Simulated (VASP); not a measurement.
# ZnCd2Se3 in VASP: single point with PBE

Aim: the single point of ZnCd2Se3 with PBE.

All numbers are computed with VASP 6.6.1; they aren't measurements. Logs are shortened: lines on timing, memory, paths and dates and some standing lists are left out, and cuts for length are marked.

### 1 The cell of the first run

The typed cell holds 6 atoms: a = 6.961 Å, b = 6.961 Å, c = 3.960 Å, α = 90.00°, β = 90.00°, γ = 120.00°.

### 2 Single point, PBE

INCAR reads:

```
SYSTEM = ZnCd2Se3
PREC = Accurate
ENCUT = 520
EDIFF = 1E-7
ISMEAR = 0
SIGMA = 0.1
LREAL = .False.
LASPH = .True.
NELM = 80
ALGO = Normal
ISIF = 2
LWAVE = .False.
LCHARG = .True.
GGA = PE
LELF = .True.
LVHAR = .True.
NBANDS = 36
```

KPOINTS reads:

```
regular mesh
0
Gamma
  3 3 4
  0 0 0
```

POSCAR reads:

```
ZnCd2Se3
1.0
    6.9611271236     -0.0000000030      0.0000000000
   -3.4805635592      6.0285129295      0.0000000000
    0.0000000000      0.0000000000      3.9600567728
Zn Cd Se
1 2 3
Direct
    0.0000000000      0.0000000000      0.5000000000
    0.3333333333      0.6666666667      1.0000692765
    0.6666666667      0.3333333333     -0.0000692765
    0.5000000000      0.0000000000      0.5000000000
    0.0000000000      0.5000000000      0.5000000000
    0.5000000000      0.5000000000      0.5000000000
```

Potentials or basis: VASP PAW PBE potentials, release 64 (Zn, Cd, Se).

On the command line:

```bash
$ cat potpaw_PBE.64/Zn/POTCAR potpaw_PBE.64/Cd/POTCAR potpaw_PBE.64/Se/POTCAR > POTCAR
$ mpirun -np 1 vasp_std > vasp.out
```

OUTCAR:

```text
SYSTEM = ZnCd2Se3
   PREC = Accurate
   ENCUT = 520
   EDIFF = 1E-7
   ISMEAR = 0
   LREAL = .False.
   LASPH = .True.
   NELM = 80
   ISIF = 2
   GGA = PE

 ion  position               nearest neighbor table
   1  0.000  0.000  0.500-
   2  0.333  0.667  0.000-   4 2.82   5 2.82   6 2.82   4 2.82   5 2.82   6 2.82
   3  0.667  0.333  1.000-   4 2.82   5 2.82   6 2.82   4 2.82   5 2.82   6 2.82
   4  0.500  0.000  0.500-   2 2.82   3 2.82   2 2.82   3 2.82
   5  0.000  0.500  0.500-   2 2.82   3 2.82   2 2.82   3 2.82
   6  0.500  0.500  0.500-   2 2.82   3 2.82   2 2.82   3 2.82

  LATTYP: Found a hexagonal cell.
 ALAT       =     6.9611271236
 C/A-ratio  =     0.5688815478

  Lattice vectors:

 A1 = (   6.9611271236,  -0.0000000030,   0.0000000000)
 A2 = (  -3.4805635592,   6.0285129295,   0.0000000000)
 A3 = (   0.0000000000,   0.0000000000,   3.9600567728)

Analysis of symmetry for initial positions (statically):
=====================================================================
 Subroutine PRICEL returns:
 Original cell was already a primitive cell.

 Routine SETGRP: Setting up the symmetry group for a
 hexagonal supercell.

 Subroutine GETGRP returns: Found 12 space group operations
 (whereof 12 operations were pure point group operations)
 out of a pool of 24 trial point group operations.

The static configuration has the point symmetry D_3d.

Analysis of symmetry for dynamics (positions and initial velocities):
=====================================================================
 Subroutine PRICEL returns:
 Original cell was already a primitive cell.

 Routine SETGRP: Setting up the symmetry group for a
 hexagonal supercell.

 Subroutine GETGRP returns: Found 12 space group operations
 (whereof 12 operations were pure point group operations)
 out of a pool of 24 trial point group operations.

The dynamic configuration has the point symmetry D_3d.

 Subroutine INISYM returns: Found 12 space group operations
 (whereof 12 operations are pure point group operations),
 and found     1 'primitive' translations

----------------------------------------------------------------------------------------

                                     Primitive cell

  volume of cell :     166.1848

  direct lattice vectors                    reciprocal lattice vectors
     6.961127124 -0.000000003  0.000000000     0.143654897  0.082939193  0.000000000
    -3.480563559  6.028512929  0.000000000     0.000000000  0.165878387  0.000000000
     0.000000000  0.000000000  3.960056773     0.000000000  0.000000000  0.252521632

  length of vectors
     6.961127124  6.961127124  3.960056773     0.165878387  0.165878387  0.252521632

  position of ions in fractional coordinates (direct lattice)
     0.000000000  0.000000000  0.500000000
     0.333333333  0.666666667  0.000069276
     0.666666667  0.333333333  0.999930724
     0.500000000  0.000000000  0.500000000
     0.000000000  0.500000000  0.500000000
     0.500000000  0.500000000  0.500000000

  ion indices of the primitive-cell ions
   primitive index   ion index
                 1           1
                 2           2
                 3           3
                 4           4
                 5           5
                 6           6

----------------------------------------------------------------------------------------

 KPOINTS: regular mesh

Automatic generation of k-mesh.
 Grid dimensions read from file:
 generate k-points for:    3    3    4

 Generating k-lattice:

  Cartesian coordinates                     Fractional coordinates (reciprocal lattice)
     0.047884966  0.027646398  0.000000000     0.333333333  0.000000000  0.000000000
     0.000000000  0.055292796  0.000000000     0.000000000  0.333333333  0.000000000
     0.000000000  0.000000000  0.063130408     0.000000000  0.000000000  0.250000000

  Length of vectors
     0.055292796  0.055292796  0.063130408

  Shift w.r.t. Gamma in fractional coordinates (k-lattice)
     0.000000000  0.000000000  0.000000000

 Subroutine IBZKPT returns following result:
 ===========================================

 Found     10 irreducible k-points:

 Following reciprocal coordinates:
            Coordinates               Weight
  0.000000  0.000000  0.000000      1.000000
  0.333333  0.000000  0.000000      6.000000
  0.333333  0.333333  0.000000      2.000000
  0.000000  0.000000  0.250000      2.000000
  0.333333  0.000000  0.250000      6.000000
  0.000000  0.333333  0.250000      6.000000
  0.333333  0.333333  0.250000      4.000000
  0.000000  0.000000  0.500000      1.000000
  0.333333  0.000000  0.500000      6.000000
  0.333333  0.333333  0.500000      2.000000
   k-points           NKPTS =     10   k-points in BZ     NKDIM =     10   number of bands    NBANDS=     36
   number of dos      NEDOS =    301   number of ions     NIONS =      6
   total plane-waves  NPLWV =  87480
   dimension x,y,z NGX =    54 NGY =   54 NGZ =   30
   dimension x,y,z NGXF=   108 NGYF=  108 NGZF=   60
   ions per type =               1   2   3
   NGX,Y,Z   is equivalent  to a cutoff of  12.90, 12.90, 12.59 a.u.
   NGXF,Y,Z  is equivalent  to a cutoff of  25.79, 25.79, 25.19 a.u.
 SYSTEM =  ZnCd2Se3
   PREC   = accura    normal or accurate (medium, high low for compatibility)
   ISTART =      0    job   : 0-new  1-cont  2-samecut
   ICHARG =      2    charge: 1-file 2-atom 10-const
   ISPIN  =      1    spin polarized calculation?
   LNONCOLLINEAR =      F non collinear calculations
   LSORBIT =      F    spin-orbit coupling
   LASPH  =      T    aspherical Exc in radial PAW
   ENCUT  =  520.0 eV  38.22 Ry    6.18 a.u.  12.94 12.94  7.36*2*pi/ulx,y,z
   NELM   =     80;   NELMIN=  2; NELMDL= -5     # of ELM steps
   EDIFF  = 0.1E-06   stopping-criterion for ELM
   LREAL  =      F    real-space projection
   EDIFFG = 0.1E-05   stopping-criterion for IOM
   NSW    =      0    number of steps for IOM
   IBRION =     -1    ionic relax: 0-MD 1-quasi-New 2-CG
   NFREE  =      0    steps in history (QN), initial steepest desc. (CG)
   ISIF   =      2    stress and relaxation
   ISYM   =      2    0-nonsym 1-usesym 2-fastsym
   POTIM  = 0.5000    time-step for ionic-motion
   TEBEG  =    0.0;   TEEND  =   0.0 temperature during run
   PSTRESS=    0.0 pullay stress
   NELECT =      54.0000    total number of electrons
   NUPDOWN=      -1.0000    fix difference up-down
   EMIN   =  10.00;   EMAX   =-10.00  energy-range for DOS
   EFERMI =   0.00;   METHOD = LEGACY
   ISMEAR =     0;   SIGMA  =   0.10  broadening in eV -4-tet -1-fermi 0-gaus
   EFERMI_NEDOS =   21; number of points for ismear=-14 and -15
   IALGO  =     38    algorithm
   IMIX   =      4    mixing-type and parameters
     AMIX     =   0.40;   BMIX     =  1.00
     AMIX_MAG =   1.60;   BMIX_MAG =  1.00
  volume/ion in A,a.u.               =      27.70       186.91
  Fermi-wavevector in a.u.,A,eV,Ry     =   1.125492  2.126871 17.234934  1.266732
  Thomas-Fermi vector in A             =   2.262169
   LORBIT       =      0    0 simple, 1 ext, 2 COOP (PROOUT), +10 PAW based schemes
   GGA     = PE    functional components
   LHFCALC =     F    Hartree Fock is set to
   AEXX    =    0.0000 exact exchange contribution
   IVDW    =     0    specifies the selected vdW correction
   LEPSILON=     F    determine dielectric tensor
   LRPA    =     F    only Hartree local field effects (RPA)
 non-spin polarized calculation
 Gauss-broadening in eV      SIGMA  =   0.10
  energy-cutoff  :      520.00
  volume of cell :      166.18
 maximum number of plane-waves:      4503
 NGX is ok and might be reduce to    54
   NGX = 25   NGY = 25   NGZ = 15

 number of electron      54.0000032 magnetization

 Free energy of the ion-electron system (eV)
  ---------------------------------------------------
  ext. energy  EPLUGINS =         0.00000000
  ---------------------------------------------------
  free energy    TOTEN  =       -12.44880587 eV

  energy without entropy =      -12.42429195  energy(sigma->0) =      -12.43654891

 E-fermi :   1.4103     XC(G=0):  -8.9761

 val. band max:        1.3356568434   @ k =   0.3333   0.3333   0.5000
 cond. band min:       1.4274836705   @ k =   0.0000   0.0000   0.2500
 fundamental gap:      0.0918268271
 Fermi energy:         1.4102638314

 k-point     1 :       0.0000    0.0000    0.0000
  band No.  band energies     occupation
      1     -11.9815      2.00000
      2     -10.8182      2.00000
      3     -10.8182      2.00000
      4      -7.3422      2.00000
      5      -7.1679      2.00000
      6      -7.1679      2.00000
[... 28 lines left out ...]
     35       6.8849      0.00000
     36       7.6125      0.00000

 k-point     2 :       0.3333    0.0000    0.0000
  band No.  band energies     occupation
      1     -11.7811      2.00000
      2     -11.1294      2.00000
      3     -10.8229      2.00000
      4      -7.2607      2.00000
      5      -7.1710      2.00000
      6      -7.1361      2.00000
[... 28 lines left out ...]
     35       7.4918      0.00000
     36       7.9208      0.00000

 k-point     3 :       0.3333    0.3333    0.0000
  band No.  band energies     occupation
      1     -11.4784      2.00000
      2     -11.4784      2.00000
      3     -10.8311      2.00000
      4      -7.1853      2.00000
      5      -7.1853      2.00000
      6      -7.1740      2.00000
[... 28 lines left out ...]
     35       8.6229      0.00000
     36       8.6294      0.00000
[... 196 lines left out ...]
 k-point     9 :       0.3333    0.0000    0.5000
  band No.  band energies     occupation
      1     -11.3252      2.00000
      2     -10.9249      2.00000
      3     -10.7670      2.00000
      4      -7.2265      2.00000
      5      -7.1453      2.00000
      6      -7.1165      2.00000
[... 28 lines left out ...]
     35       7.4240      0.00000
     36       7.4382      0.00000

 k-point    10 :       0.3333    0.3333    0.5000
  band No.  band energies     occupation
      1     -11.1282      2.00000
      2     -11.1282      2.00000
      3     -10.7771      2.00000
      4      -7.2087      2.00000
      5      -7.1348      2.00000
      6      -7.0472      2.00000
[... 28 lines left out ...]
     35       7.1167      0.00000
     36       7.1167      0.00000

------------------------ aborting loop because EDIFF is reached ----------------------------------------

  FORCE on cell =-STRESS in cart. coord.  units (eV):
  Direction    XX          YY          ZZ          XY          YZ          ZX
  --------------------------------------------------------------------------------------
  -------------------------------------------------------------------------------------
  Total        0.0776893      0.0776893      0.4246872      0.0000000     -0.0000000      0.0000000
  in kB        0.7489982      0.7489982      4.0943842      0.0000000     -0.0000000      0.0000000
  external PRESSURE =       1.8641269 kB  Pullay stress =       0.0000000 kB

 VOLUME and BASIS-vectors are now :
 -----------------------------------------------------------------------------
  energy-cutoff  :      520.00
  volume of cell :      166.18
      direct lattice vectors                 reciprocal lattice vectors
     6.961127124 -0.000000003  0.000000000     0.143654897  0.082939193  0.000000000
    -3.480563559  6.028512929  0.000000000     0.000000000  0.165878387  0.000000000
     0.000000000  0.000000000  3.960056773     0.000000000  0.000000000  0.252521632

 POSITION                                       TOTAL-FORCE (eV/Angst)
 -----------------------------------------------------------------------------------
      0.00000      0.00000      1.98003        -0.000000      0.000000      0.000000
      0.00000      4.01901      0.00027         0.000000     -0.000000     -0.001448
      3.48056      2.00950      3.95978        -0.000000      0.000000      0.001448
      3.48056     -0.00000      1.98003        -0.000000      0.000000      0.000000
     -1.74028      3.01426      1.98003        -0.000000      0.000000      0.000000
      1.74028      3.01426      1.98003        -0.000000      0.000000      0.000000
 -----------------------------------------------------------------------------------
    total drift:                                0.000000      0.000000      0.000000

  FREE ENERGIE OF THE ION-ELECTRON SYSTEM (eV)
  ---------------------------------------------------
  free  energy   TOTEN  =       -12.4488058667 eV

  energy  without entropy=      -12.4242919454  energy(sigma->0) =      -12.43654891
```

It took 63 s on 1 thread of Intel Xeon Platinum 8488C (Sapphire Rapids), shared host; peak memory 0.3 GiB.

What came out:

* Free energy: -12.4488 eV
* Pressure: 0.2 GPa
* Band gap on the k mesh: zero (band 27 reaches 1.57 eV, above the bottom of band 28 at 1.30 eV)

Caveat: the k points lie up to 0.40 Å⁻¹ apart.
